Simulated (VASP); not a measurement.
# AlN (P6_3mc) in VASP: settings compared, part 2 of 2

VASP 6.6.1. Earlier steps stand in the parts before.

## Step 3: Single point, r2SCAN

Input file POSCAR:

```
AlN
1.0
    3.1138160000      0.0000000000      0.0000000000
   -1.5569080000      2.6966440000      0.0000000000
    0.0000000000      0.0000000000      4.9835290000
Al N
2 2
Direct
    0.6666670000      0.3333330000      0.4969990000
    0.3333330000      0.6666670000      0.9970000000
    0.3333330000      0.6666670000      0.3790010000
    0.6666670000      0.3333330000      0.8790000000
```

Input file INCAR.step1:

```
SYSTEM = AlN
  PREC = Accurate
  ENCUT = 520
  ISMEAR = -1
  SIGMA = 0.05
  LREAL = .False.
  LASPH = .True.
  NELM = 100
  NBANDS = 16
  GGA = PE
  ALGO = Normal
  EDIFF = 1E-4
  LWAVE = .True.
  LCHARG = .False.
```

Input file INCAR.step2:

```
SYSTEM = AlN
  PREC = Accurate
  ENCUT = 520
  EDIFF = 1E-7
  ISMEAR = -1
  SIGMA = 0.05
  LREAL = .False.
  LASPH = .True.
  NELM = 100
  ALGO = Normal
  ISIF = 2
  LWAVE = .False.
  LCHARG = .False.
  METAGGA = R2SCAN
  LMIXTAU = .True.
  NBANDS = 16
  ISTART = 1
```

Input file KPOINTS:

```
regular mesh
0
Gamma
  9 9 5
  0 0 0
```

Potentials or basis: VASP PAW PBE potentials, release 64 (Al, N).

On the command line:

```
cat potpaw_PBE.64/Al/POTCAR potpaw_PBE.64/N/POTCAR > POTCAR
cp INCAR.step1 INCAR
mpirun -np 1 vasp_std > vasp.out
cp INCAR.step2 INCAR
mpirun -np 1 vasp_std > vasp.out
```

OUTCAR:

```text
SYSTEM = AlN
   PREC = Accurate
   ENCUT = 520
   EDIFF = 1E-7
   ISMEAR = -1
   LREAL = .False.
   LASPH = .True.
   NELM = 100
   ISIF = 2
   METAGGA = R2SCAN
   ISTART = 1

 ion  position               nearest neighbor table
   1  0.667  0.333  0.497-   3 1.89   3 1.89   3 1.89   4 1.90   2 3.07   2 3.07   2 3.07   2 3.07
                             2 3.07   2 3.07
   2  0.333  0.667  0.997-   4 1.89   4 1.89   4 1.89   3 1.90   1 3.07   1 3.07   1 3.07   1 3.07
                             1 3.07   1 3.07
   3  0.333  0.667  0.379-   1 1.89   1 1.89   1 1.89   2 1.90
   4  0.667  0.333  0.879-   2 1.89   2 1.89   2 1.89   1 1.90

  LATTYP: Found a hexagonal cell.
 ALAT       =     3.1138160000
 C/A-ratio  =     1.6004571240

  Lattice vectors:

 A1 = (   3.1138160000,   0.0000000000,   0.0000000000)
 A2 = (  -1.5569080000,   2.6966440000,   0.0000000000)
 A3 = (   0.0000000000,   0.0000000000,   4.9835290000)

Analysis of symmetry for initial positions (statically):
=====================================================================
 Subroutine PRICEL returns:
 Original cell was already a primitive cell.

 Routine SETGRP: Setting up the symmetry group for a
 hexagonal supercell.

 Subroutine GETGRP returns: Found 12 space group operations
 (whereof  6 operations were pure point group operations)
 out of a pool of 24 trial point group operations.

The static configuration has the point symmetry C_3v.
 The point group associated with its full space group is C_6v.

Analysis of symmetry for dynamics (positions and initial velocities):
=====================================================================
 Subroutine PRICEL returns:
 Original cell was already a primitive cell.

 Routine SETGRP: Setting up the symmetry group for a
 hexagonal supercell.

 Subroutine GETGRP returns: Found 12 space group operations
 (whereof  6 operations were pure point group operations)
 out of a pool of 24 trial point group operations.
[... 121 lines left out ...]
   ISMEAR =    -1;   SIGMA  =   0.05  broadening in eV -4-tet -1-fermi 0-gaus
   EFERMI_NEDOS =   21; number of points for ismear=-14 and -15
   IALGO  =     38    algorithm
   IMIX   =      4    mixing-type and parameters
     AMIX     =   0.40;   BMIX     =  1.00
     AMIX_MAG =   1.60;   BMIX_MAG =  1.00
  volume/ion in A,a.u.               =      10.46        70.60
  Fermi-wavevector in a.u.,A,eV,Ry     =   1.188220  2.245411 19.209624  1.411868
  Thomas-Fermi vector in A             =   2.324355
   LORBIT       =      0    0 simple, 1 ext, 2 COOP (PROOUT), +10 PAW based schemes
   METAGGA = R2SCAN    functional components
   LHFCALC =     F    Hartree Fock is set to
   AEXX    =    0.0000 exact exchange contribution
   IVDW    =     0    specifies the selected vdW correction
   LEPSILON=     F    determine dielectric tensor
   LRPA    =     F    only Hartree local field effects (RPA)
 non-spin polarized calculation
  energy-cutoff  :      520.00
  volume of cell :       41.85
 maximum number of plane-waves:      1152
 NGX is ok and might be reduce to    24
   NGX = 11   NGY = 11   NGZ = 19

 number of electron      15.9999997 magnetization

 Free energy of the ion-electron system (eV)
  ---------------------------------------------------
  ext. energy  EPLUGINS =         0.00000000
  ---------------------------------------------------
  free energy    TOTEN  =       -38.45545357 eV

  energy without entropy =      -38.45545357  energy(sigma->0) =      -38.45545357

 E-fermi :   6.8812     XC(G=0): -11.3914

 val. band max:        5.8758286750   @ k =   0.0000   0.0000   0.0000
 cond. band min:      10.7349391878   @ k =   0.0000   0.0000   0.0000
 fundamental gap:      4.8591105128
 Fermi energy:         6.8812135476

 k-point     1 :       0.0000    0.0000    0.0000
  band No.  band energies     occupation
      1     -10.0819      2.00000
      2      -7.9719      2.00000
      3      -0.1733      2.00000
      4       4.9751      2.00000
      5       4.9751      2.00000
      6       5.6384      2.00000
[... 433 lines left out ...]
      3       1.1642      2.00000
      4       1.5672      2.00000
      5       1.5673      2.00000
      6       3.0354      2.00000
[... 8 lines left out ...]
     15      19.8733      0.00000
     16      22.1876      0.00000

 [... further k-points ...]
[... 5 lines left out ...]
  --------------------------------------------------------------------------------------
  -------------------------------------------------------------------------------------
  Total       -0.4431747     -0.4431748     -0.3447361      0.0000000     -0.0000000      0.0000000
  in kB      -16.9680531    -16.9680561    -13.1990825      0.0000000     -0.0000000      0.0000000
  external PRESSURE =     -15.7117306 kB  Pullay stress =       0.0000000 kB

 VOLUME and BASIS-vectors are now :
 -----------------------------------------------------------------------------
  energy-cutoff  :      520.00
  volume of cell :       41.85
      direct lattice vectors                 reciprocal lattice vectors
     3.113816000  0.000000000  0.000000000     0.321149355  0.185415650  0.000000000
    -1.556908000  2.696644000  0.000000000     0.000000000  0.370831300  0.000000000
     0.000000000  0.000000000  4.983529000     0.000000000  0.000000000  0.200661018

 POSITION                                       TOTAL-FORCE (eV/Angst)
 -----------------------------------------------------------------------------------
      1.55691      0.89888      2.47681        -0.000000     -0.000000      0.011808
     -0.00000      1.79776      4.96858        -0.000000     -0.000000      0.011808
     -0.00000      1.79776      1.88876         0.000000     -0.000000     -0.011808
      1.55691      0.89888      4.38052        -0.000000      0.000000     -0.011808
 -----------------------------------------------------------------------------------
    total drift:                               -0.000857      0.000495     -0.018724

  FREE ENERGIE OF THE ION-ELECTRON SYSTEM (eV)
  ---------------------------------------------------
  free  energy   TOTEN  =       -38.4554535708 eV

  energy  without entropy=      -38.4554535708  energy(sigma->0) =      -38.45545357
```

OUTCAR.step1:

```text
SYSTEM = AlN
   PREC = Accurate
   ENCUT = 520
   ISMEAR = -1
   LREAL = .False.
   LASPH = .True.
   NELM = 100
[... 688 lines left out ...]
     -0.00000      1.79776      4.96858         0.000000      0.000000      0.003919
     -0.00000      1.79776      1.88876        -0.000000      0.000000     -0.003919
      1.55691      0.89888      4.38052         0.000000     -0.000000     -0.003919
 -----------------------------------------------------------------------------------
    total drift:                               -0.000858      0.000495      0.000381

  FREE ENERGIE OF THE ION-ELECTRON SYSTEM (eV)
  ---------------------------------------------------
  free  energy   TOTEN  =       -29.7734460126 eV

  energy  without entropy=      -29.7734460125  energy(sigma->0) =      -29.77344601
```

OSZICAR.step1:

```text
N       E                     dE             d eps       ncg     rms          rms(c)
DAV:   1     0.405341304514E+02    0.40534E+02   -0.74236E+03  1152   0.901E+02
DAV:   2    -0.311336576657E+02   -0.71668E+02   -0.65898E+02  1600   0.187E+02
DAV:   3    -0.344938072744E+02   -0.33601E+01   -0.33505E+01  1464   0.422E+01
DAV:   4    -0.345141432654E+02   -0.20336E-01   -0.20335E-01  1408   0.368E+00
DAV:   5    -0.345144097023E+02   -0.26644E-03   -0.26644E-03  1480   0.425E-01    0.122E+01
DAV:   6    -0.297609378759E+02    0.47535E+01   -0.10658E+01  1384   0.237E+01    0.415E+00
DAV:   7    -0.297852098774E+02   -0.24272E-01   -0.67820E-01  1240   0.579E+00    0.295E+00
DAV:   8    -0.297780386089E+02    0.71713E-02   -0.60912E-02  1272   0.227E+00    0.601E-01
DAV:   9    -0.297728928451E+02    0.51458E-02   -0.12384E-02  1568   0.823E-01    0.248E-01
DAV:  10    -0.297735349099E+02   -0.64206E-03   -0.24609E-03  1224   0.306E-01    0.135E-01
DAV:  11    -0.297734460126E+02    0.88897E-04   -0.19113E-04  1072   0.106E-01
   1 F= -.29773446E+02 E0= -.29773446E+02  d E =-.274630E-10
```

Run time: 35 s. Hardware: 1 thread of Intel Xeon 6975P-C (Granite Rapids), shared host; peak memory 0.16 GiB.

Results:

```yaml
Free_energy: -38.4555 eV
Pressure: -1.6 GPa
Largest_force: 0.012 eV/Å
Band_gap_on_the_k_mesh: 4.86 eV, direct
```

Forces on the atoms (eV/Å):
```
Al   0.000  0.000  0.012
Al   0.000  0.000  0.012
N    0.000  0.000 -0.012
N    0.000  0.000 -0.012
```

Levels at points of the mesh, in eV from the valence-band top:
```csv
k point,band 6,band 7,band 8,band 9,band 10,band 11
"(0.00, 0.00, 0.00)",-0.24,-0.24,0.00,4.86,7.47,11.57
```

Caveat: the PAW data sets were made with another functional, which shifts forces and pressure a little. r2SCAN opens gaps a little over a GGA but as a rule still falls short of measured ones.
